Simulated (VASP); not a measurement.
# Cu: relaxation of cell and atoms with PBEsol

The system is Cu.

```xyz
1
Lattice="-1.4428 1.4428 1.3761 1.4428 -1.4428 1.3761 1.4428 1.4428 -1.3761" Properties=species:S:1:pos:R:3 pbc="T T T"
Cu    0.0000    0.0000    0.0000
```

| Property | Result |
| --- | --- |
| Program | VASP 6.6.1 |
| Task | relaxation of cell and atoms |
| Functional | PBEsol |
| Potentials or basis | VASP PAW PBE potentials, release 64 (Cu) |
| Cutoff | 600 eV |
| k mesh | 8 × 8 × 8 |
| Occupations | gaussian, width 0.1 eV |
| Spin | no spin polarisation |
| Dipole correction | no |
| Further INCAR settings | ALGO = Fast; EDIFF = 1e-06; IBRION = 2; EDIFFG = -0.01; NSW = 80; ISIF = 3 |

- Relaxed volume: 11.44 Å³/atom
- Relaxed cell: a = 2.459 Å, b = 2.459 Å, c = 2.459 Å, α = 108.95°, β = 108.95°, γ = 110.52°
- Space group after relaxing (to 0.05 Å): I4/mmm (No. 139)
- Energy gained by relaxing: 0.1 meV/atom
- Ionic steps: 17
- Pressure after relaxing: 0.0 GPa

Stress tensor (GPa, compression positive):
```
 0.12  0.00  0.00
 0.00  0.12  0.00
 0.00  0.00 -0.10
```

The path:
```csv
step,energy change (eV),largest force (eV/Å),pressure (GPa),volume (Å³)
1,0.0000,0.0000,0.05,11.46
2,0.0000,0.0000,-0.25,11.46
3,0.0000,0.0000,-0.70,11.48
4,0.0000,0.0000,-0.63,11.48
5,0.0000,0.0000,-0.68,11.48
6,0.0000,0.0000,-0.67,11.48
7,0.0000,0.0000,-1.02,11.48
8,-0.0001,0.0000,0.51,11.48
9,-0.0001,0.0000,0.99,11.47
10,-0.0001,0.0000,-1.84,11.48
11,-0.0001,0.0000,-0.95,11.47
12,-0.0001,0.0000,-1.00,11.47
13,-0.0001,0.0000,-1.04,11.46
14,-0.0001,0.0000,-0.53,11.45
15,-0.0001,0.0000,-0.77,11.45
16,-0.0001,0.0000,0.44,11.44
17,-0.0001,0.0000,0.05,11.44
```

Final structure:
```
Cu
1.0
    -1.42878    1.42878    1.40119
     1.42878   -1.42878    1.40119
     1.42878    1.42878   -1.40119
Cu
1
Direct
  0.00000 0.00000 0.00000
```

Levels at points of the mesh, in eV from the Fermi level:
| k point | band 2 | band 3 | band 4 | band 5 | band 6 | band 7 | band 8 | band 9 |
| --- | --- | --- | --- | --- | --- | --- | --- | --- |
| (0.00, 0.00, 0.00) | -3.33 | -3.25 | -3.25 | -2.25 | -2.17 | 25.12 | 25.12 | 25.59 |
| (0.50, 0.00, 0.00) | -4.06 | -2.24 | -2.07 | -1.44 | -0.72 | 4.51 | 17.50 | 17.64 |
| (0.50, 0.50, 0.00) | -3.96 | -2.31 | -2.12 | -1.45 | -0.87 | 4.29 | 18.02 | 18.22 |
| (0.50, 0.50, 0.50) | -4.87 | -1.63 | -1.63 | -1.61 | 7.98 | 7.98 | 8.74 | 13.56 |

Wall time 60 s on 1 thread of Intel(R) Xeon(R) Platinum 8488C (Sapphire Rapids), with other jobs on the host, peak memory 0.13 GiB.

Caveat: the k points lie up to 0.39 Å⁻¹ apart in the final cell; the PAW data sets were made with another functional, which shifts forces and pressure a little.
